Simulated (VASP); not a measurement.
# CuW (Pm-3m) in VASP: further runs

CuW is run at these levels: PBE; tasks: single point, relaxation of cell and atoms.

Program: VASP 6.6.1. These are calculated values, not measurements. Logs are shortened: lines on timing, memory, paths and dates and some standing lists are left out, and cuts for length are marked.

### Step 1. The cell of the first run

The structure is cubic, space group Pm-3m (No. 221). Conventional cell: a = 3.037 Å, b = 3.037 Å, c = 3.037 Å, α = 90.00°, β = 90.00°, γ = 90.00°. Within 3.5 Å of Cu (site symmetry m-3m) lie 8 W at 2.63 Å and 6 Cu at 3.04 Å. W (site symmetry m-3m) has 8 Cu at 2.63 Å and 6 W at 3.04 Å within 3.5 Å.

### Step 2. Single point, PBE

The input, INCAR:

```
PREC = Accurate ; ENCUT = 520
EDIFF = 1E-6 ; ISMEAR = 0
SIGMA = 0.1 ; LREAL = F
LASPH = T ; NELM = 60
ALGO = Fast ; ISIF = 2
LWAVE = F ; LCHARG = F
GGA = PE ; NBANDS = 20
```

The input, KPOINTS:

```
regular mesh
0
Gamma
  6 6 6
```

The input, POSCAR:

```
CuW
1.0
    3.0366490324      0.0000000000      0.0000000000
    0.0000000000      3.0366490324      0.0000000000
    0.0000000000      0.0000000000      3.0366490324
Cu W
1 1
Direct
    0.5000000000      0.5000000000      0.5000000000
    0.0000000000      0.0000000000      0.0000000000
```

Potentials or basis: VASP PAW PBE potentials, release 64 (Cu, W_sv).

On the command line:

```console
$ cat potpaw_PBE.64/Cu/POTCAR potpaw_PBE.64/W_sv/POTCAR > POTCAR
$ mpirun -np 1 vasp_std > vasp.out
```

OUTCAR:

```text
PREC = Accurate
   ENCUT = 520
   EDIFF = 1E-6
   ISMEAR = 0
   LREAL = F
   LASPH = T
   NELM = 60
   ISIF = 2
   GGA = PE

 ion  position               nearest neighbor table
   1  0.500  0.500  0.500-   2 2.63   2 2.63   2 2.63   2 2.63   2 2.63   2 2.63   2 2.63   2 2.63

   2  0.000  0.000  0.000-   1 2.63   1 2.63   1 2.63   1 2.63   1 2.63   1 2.63   1 2.63   1 2.63

  LATTYP: Found a simple cubic cell.
 ALAT       =     3.0366490324

  Lattice vectors:

 A1 = (   3.0366490324,   0.0000000000,   0.0000000000)
 A2 = (   0.0000000000,   3.0366490324,   0.0000000000)
 A3 = (   0.0000000000,   0.0000000000,   3.0366490324)

Analysis of symmetry for initial positions (statically):
=====================================================================
 Subroutine PRICEL returns:
 Original cell was already a primitive cell.

 Routine SETGRP: Setting up the symmetry group for a
 simple cubic supercell.

 Subroutine GETGRP returns: Found 48 space group operations
 (whereof 48 operations were pure point group operations)
 out of a pool of 48 trial point group operations.

The static configuration has the point symmetry O_h .

Analysis of symmetry for dynamics (positions and initial velocities):
=====================================================================
 Subroutine PRICEL returns:
 Original cell was already a primitive cell.

 Routine SETGRP: Setting up the symmetry group for a
 simple cubic supercell.

 Subroutine GETGRP returns: Found 48 space group operations
 (whereof 48 operations were pure point group operations)
 out of a pool of 48 trial point group operations.

The dynamic configuration has the point symmetry O_h .

 Subroutine INISYM returns: Found 48 space group operations
 (whereof 48 operations are pure point group operations),
 and found     1 'primitive' translations

----------------------------------------------------------------------------------------

                                     Primitive cell

  volume of cell :      28.0017

  direct lattice vectors                    reciprocal lattice vectors
     3.036649032  0.000000000  0.000000000     0.329310365  0.000000000  0.000000000
     0.000000000  3.036649032  0.000000000     0.000000000  0.329310365  0.000000000
[... 73 lines left out ...]
   ICHARG =      2    charge: 1-file 2-atom 10-const
   ISPIN  =      1    spin polarized calculation?
   LNONCOLLINEAR =      F non collinear calculations
   LSORBIT =      F    spin-orbit coupling
   LASPH  =      T    aspherical Exc in radial PAW
   ENCUT  =  520.0 eV  38.22 Ry    6.18 a.u.   5.65  5.65  5.65*2*pi/ulx,y,z
   NELM   =     60;   NELMIN=  2; NELMDL= -5     # of ELM steps
   EDIFF  = 0.1E-05   stopping-criterion for ELM
   LREAL  =      F    real-space projection
   EDIFFG = 0.1E-04   stopping-criterion for IOM
   NSW    =      0    number of steps for IOM
   IBRION =     -1    ionic relax: 0-MD 1-quasi-New 2-CG
   NFREE  =      0    steps in history (QN), initial steepest desc. (CG)
   ISIF   =      2    stress and relaxation
   ISYM   =      2    0-nonsym 1-usesym 2-fastsym
   POTIM  = 0.5000    time-step for ionic-motion
   TEBEG  =    0.0;   TEEND  =   0.0 temperature during run
   PSTRESS=    0.0 pullay stress
   NELECT =      25.0000    total number of electrons
   NUPDOWN=      -1.0000    fix difference up-down
   EMIN   =  10.00;   EMAX   =-10.00  energy-range for DOS
   EFERMI =   0.00;   METHOD = LEGACY
   ISMEAR =     0;   SIGMA  =   0.10  broadening in eV -4-tet -1-fermi 0-gaus
   EFERMI_NEDOS =   21; number of points for ismear=-14 and -15
   IALGO  =     68    algorithm
   IMIX   =      4    mixing-type and parameters
     AMIX     =   0.40;   BMIX     =  1.00
     AMIX_MAG =   1.60;   BMIX_MAG =  1.00
  volume/ion in A,a.u.               =      14.00        94.48
  Fermi-wavevector in a.u.,A,eV,Ry     =   1.576378  2.978922 33.810016  2.484966
  Thomas-Fermi vector in A             =   2.677220
   LORBIT       =      0    0 simple, 1 ext, 2 COOP (PROOUT), +10 PAW based schemes
   GGA     = PE    functional components
   LHFCALC =     F    Hartree Fock is set to
   AEXX    =    0.0000 exact exchange contribution
   IVDW    =     0    specifies the selected vdW correction
   LEPSILON=     F    determine dielectric tensor
   LRPA    =     F    only Hartree local field effects (RPA)
 non-spin polarized calculation
 RMM-DIIS sequential band-by-band and
 Gauss-broadening in eV      SIGMA  =   0.10
  energy-cutoff  :      520.00
  volume of cell :       28.00
 maximum number of plane-waves:       768
 NGX is ok and might be reduce to    24
   NGX = 11   NGY = 11   NGZ = 11

 number of electron      24.9999986 magnetization

 Free energy of the ion-electron system (eV)
  ---------------------------------------------------
  ext. energy  EPLUGINS =         0.00000000
  ---------------------------------------------------
  free energy    TOTEN  =       -15.39954040 eV

  energy without entropy =      -15.37611327  energy(sigma->0) =      -15.38782683

 E-fermi :   9.6649     XC(G=0): -13.2206

 val. band max:        9.6578758052   @ k =   0.3333   0.3333   0.1667
 cond. band min:       9.6725713092   @ k =   0.5000   0.1667   0.0000
 fundamental gap:      0.0146955040
 Fermi energy:         9.6648663322

 k-point     1 :       0.0000    0.0000    0.0000
  band No.  band energies     occupation
      1     -64.4330      2.00000
      2     -28.4577      2.00000
      3     -28.4577      2.00000
      4     -28.4577      2.00000
      5       0.1499      2.00000
      6       4.3735      2.00000
[... 449 lines left out ...]
     19      19.8675      0.00000
     20      22.2074      0.00000

------------------------ aborting loop because EDIFF is reached ----------------------------------------

  FORCE on cell =-STRESS in cart. coord.  units (eV):
  Direction    XX          YY          ZZ          XY          YZ          ZX
  --------------------------------------------------------------------------------------
  -------------------------------------------------------------------------------------
  Total        0.0705772      0.0705772      0.0705772     -0.0000000      0.0000000      0.0000000
  in kB        4.0382317      4.0382317      4.0382317     -0.0000000      0.0000000      0.0000000
  external PRESSURE =       4.0382317 kB  Pullay stress =       0.0000000 kB

 VOLUME and BASIS-vectors are now :
 -----------------------------------------------------------------------------
  energy-cutoff  :      520.00
  volume of cell :       28.00
      direct lattice vectors                 reciprocal lattice vectors
     3.036649032  0.000000000  0.000000000     0.329310365  0.000000000  0.000000000
     0.000000000  3.036649032  0.000000000     0.000000000  0.329310365  0.000000000
     0.000000000  0.000000000  3.036649032     0.000000000  0.000000000  0.329310365

 POSITION                                       TOTAL-FORCE (eV/Angst)
 -----------------------------------------------------------------------------------
      1.51832      1.51832      1.51832         0.000000      0.000000      0.000000
      0.00000      0.00000      0.00000         0.000000      0.000000      0.000000
 -----------------------------------------------------------------------------------
    total drift:                                0.000000      0.000000     -0.000000

  FREE ENERGIE OF THE ION-ELECTRON SYSTEM (eV)
  ---------------------------------------------------
  free  energy   TOTEN  =       -15.3995404005 eV

  energy  without entropy=      -15.3761132681  energy(sigma->0) =      -15.38782683
```

OSZICAR:

```text
N       E                     dE             d eps       ncg     rms          rms(c)
DAV:   1     0.174739601296E+03    0.17474E+03   -0.12171E+04   856   0.175E+03
DAV:   2    -0.999606406426E+01   -0.18474E+03   -0.17842E+03   836   0.391E+02
DAV:   3    -0.176380763704E+02   -0.76420E+01   -0.74094E+01   940   0.826E+01
DAV:   4    -0.177541126344E+02   -0.11604E+00   -0.11576E+00   912   0.991E+00
DAV:   5    -0.177566528162E+02   -0.25402E-02   -0.25400E-02  1044   0.157E+00    0.211E+01
RMM:   6    -0.188197652184E+02   -0.10631E+01   -0.20171E+01   960   0.576E+01    0.139E+01
RMM:   7    -0.154224089780E+02    0.33974E+01   -0.56878E+00   906   0.327E+01    0.473E+00
RMM:   8    -0.154110716103E+02    0.11337E-01   -0.61751E-01   917   0.696E+00    0.128E+00
RMM:   9    -0.154074843337E+02    0.35873E-02   -0.68802E-02   970   0.311E+00    0.756E-01
RMM:  10    -0.154028894125E+02    0.45949E-02   -0.20348E-02  1012   0.199E+00    0.394E-01
RMM:  11    -0.154035495744E+02   -0.66016E-03   -0.16660E-02  1006   0.139E+00    0.704E-01
RMM:  12    -0.153994475727E+02    0.41020E-02   -0.93448E-03  1016   0.132E+00    0.211E-01
RMM:  13    -0.153995965802E+02   -0.14901E-03   -0.15096E-03  1023   0.381E-01    0.964E-02
RMM:  14    -0.153995613703E+02    0.35210E-04   -0.41618E-04  1067   0.204E-01    0.409E-02
RMM:  15    -0.153995539719E+02    0.73984E-05   -0.10863E-04   967   0.746E-02    0.326E-02
RMM:  16    -0.153995400389E+02    0.13933E-04   -0.41057E-05   903   0.838E-02    0.813E-03
RMM:  17    -0.153995404005E+02   -0.36163E-06   -0.62952E-06   833   0.222E-02
   1 F= -.15399540E+02 E0= -.15387827E+02  d E =-.234271E-01
```

stdout:

```text
POSCAR found type information on POSCAR CuW
 POSCAR found :  2 types and       2 ions
 scaLAPACK will be used
 LDA part: xc-table for (Slater+PW92), standard interpolation
 POSCAR, INCAR and KPOINTS ok, starting setup
 FFT: planning ... GRIDC
 FFT: planning ... GRID_SOFT
 FFT: planning ... GRID
 WAVECAR not read
 entering main loop
```

Wall time 13 s (1 thread of Intel Xeon 8259CL, shared host); peak memory 0.14 GiB.

Results:

- Free energy: -15.3995 eV
- Pressure: 0.4 GPa

Levels at points of the mesh, in eV from the Fermi level:
```csv
k point,band 9,band 10,band 11,band 12,band 13,band 14,band 15,band 16
"(0.00, 0.00, 0.00)",-3.50,-3.50,-1.05,-1.05,2.75,2.75,2.75,7.57
"(0.50, 0.00, 0.00)",-3.50,-3.22,-2.37,-2.09,-0.38,-0.38,2.42,4.49
"(0.50, 0.50, 0.00)",-2.82,-2.38,-0.53,-0.05,-0.05,1.77,1.77,4.03
"(0.50, 0.50, 0.50)",-3.88,-3.88,-2.80,-2.80,4.03,4.19,4.19,7.14
```

Caveat: spin-orbit coupling is left out, which moves the levels of the heavy elements.

### Step 3. Relaxation of cell and atoms, PBE

This run uses another cell than the first one, of 13.07 Å³/atom, 0.933 times its volume.

The input, INCAR:

```
SYSTEM = CuW
ALGO     = Normal         ! electronic algorithm
EDIFF    = 1E-6           ! SCF threshold, eV
EDIFFG   = -0.04          ! ionic threshold
ENCUT    = 600            ! plane-wave cutoff, eV
GGA      = PE             ! functional
IBRION   = 2              ! ionic algorithm
ISIF     = 3              ! what is computed and relaxed
ISMEAR   = 0              ! smearing method
LASPH    = .True.         ! aspherical terms in the spheres
LCHARG   = .False.        ! write CHGCAR
LREAL    = .False.        ! projectors in reciprocal space
LWAVE    = .False.        ! write WAVECAR
NELM     = 80             ! most SCF steps
NSW      = 90             ! ionic steps
PREC     = Accurate       ! precision mode
SIGMA    = 0.1            ! smearing width, eV
```

The input, KPOINTS:

```
k-points
0
Gamma
  6 6 6
  0 0 0
```

The input, POSCAR:

```
CuW
1.0
    2.9675301800      0.0000000000      0.0000000000
    0.0000000000      2.9675301800      0.0000000000
    0.0000000000      0.0000000000      2.9675301800
Cu W
1 1
Direct
    0.5000000000      0.5000000000      0.5000000000
    0.0000000000      0.0000000000      0.0000000000
```

Potentials or basis: VASP PAW PBE potentials, release 64 (Cu, W_sv).

On the command line:

```console
$ cat potpaw_PBE.64/Cu/POTCAR potpaw_PBE.64/W_sv/POTCAR > POTCAR
$ mpirun -np 1 vasp_std > vasp.out
```

Run time: 36 s. Hardware: 1 thread of Intel Xeon 8259CL, shared host; peak memory 0.15 GiB.

Results (log left out):

```yaml
Free_energy: -15.3994 eV
Relaxed_volume: 14.03 Å³/atom
Relaxed_cell: a = 3.039 Å, b = 3.039 Å, c = 3.039 Å, α = 90.00°, β = 90.00°, γ = 90.00°
Space_group_after_relaxing_to_0.05_Å: Pm-3m (No. 221)
Energy_gained_by_relaxing: 54.3 meV/atom
Ionic_steps: 4
Pressure_after_relaxing: 0.1 GPa
```

The path:
```tsv
step	energy change (eV)	largest force (eV/Å)	pressure (GPa)	volume (Å³)
1	0.0000	0.0000	19.39	26.13
2	0.2886	0.0000	-24.31	32.58
3	-0.1084	0.0000	-0.91	28.15
4	-0.1087	0.0000	0.10	28.05
```

Final structure:
```yaml
crystal:
  lattice:
    - [3.03855, 0.00000, 0.00000]
    - [0.00000, 3.03855, 0.00000]
    - [0.00000, 0.00000, 3.03855]
  atoms:
    - { symbol: Cu, position: [0.50000, 0.50000, 0.50000] }
    - { symbol: W, position: [0.00000, 0.00000, 0.00000] }
```

Levels at points of the mesh, in eV from the Fermi level:
```
           k point  band 9  band 10  band 11  band 12  band 13  band 14  band 15  band 16
(0.00, 0.00, 0.00)   -3.49    -3.49    -1.05    -1.05     2.74     2.74     2.74     7.56
(0.50, 0.00, 0.00)   -3.50    -3.21    -2.37    -2.09    -0.38    -0.38     2.41     4.48
(0.50, 0.50, 0.00)   -2.82    -2.38    -0.53    -0.05    -0.05     1.76     1.76     4.02
(0.50, 0.50, 0.50)   -3.87    -3.87    -2.80    -2.80     4.03     4.18     4.18     7.13
```

Caveat: spin-orbit coupling is left out, which moves the levels of the heavy elements.
